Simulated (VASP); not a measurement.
A run of VASP 6.6.1:

File INCAR:

```
PREC = Accurate
ENCUT = 520
EDIFF = 1E-7
ISMEAR = -1
SIGMA = 0.05
LREAL = False
LASPH = True
NELM = 80
ALGO = Normal
ISIF = 2
LWAVE = False
LCHARG = False
GGA = PE
NBANDS = 10
```

File KPOINTS:

```
regular mesh
0
Gamma
  14 14 14
```

POSCAR

```
Os
1.0
    0.0000000000      1.9450000000      1.9450000000
    1.9450000000      0.0000000000      1.9450000000
    1.9450000000      1.9450000000      0.0000000000
Os
1
Direct
    0.0000000000      0.0000000000      0.0000000000
```

Potentials or basis: VASP PAW PBE potentials, release 64 (Os).

Run with:

```bash
$ cat potpaw_PBE.64/Os/POTCAR > POTCAR
$ mpirun -np 1 vasp_std > vasp.out
```

Hardware: 1 thread of Intel(R) Xeon(R) Platinum 8488C (Sapphire Rapids), with other jobs on the host.

Estimate the wall time of this run.

It took 7.5 s on 1 thread of Intel(R) Xeon(R) Platinum 8488C (Sapphire Rapids), with other jobs on the host, peak memory 0.13 GiB. Counts: scf iterations 12, k points 104.
